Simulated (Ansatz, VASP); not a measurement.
# One calculation of LiCl, two programs

```
Li Cl
1.0
     0.00000    2.69300    2.62888
     2.69300    0.00000    2.62888
     2.69300    2.69300    0.00000
Li Cl
1 1
Direct
  0.00000 0.00000 0.00000
  0.50000 0.50000 0.50000
```

Change from the starting cell: strain +0.050 along x and y, +0.025 along z, atoms carried along.

Alike in both runs: task single point; functional PBE; k mesh 8 × 8 × 8; occupations gaussian, width 0.05 eV; no spin polarisation.

```csv
,VASP,Ansatz
version,VASP 6.6.1,Ansatz 0.2.0
potentials or method,"VASP PAW PBE potentials, release 64 (Li_sv, Cl), cutoff 520 eV","scalar-relativistic, plane waves, PAW"
valence electrons in the cell,10,10
```

```tsv
	VASP	Ansatz	Ansatz less VASP
gap on the k mesh at the Fermi level (eV)	5.68	5.67	-0.011
least direct gap on the mesh (eV)	5.68	5.67	-0.011
```

Noted on VASP's run: the cutoff is short for stress, so the pressure is rough.
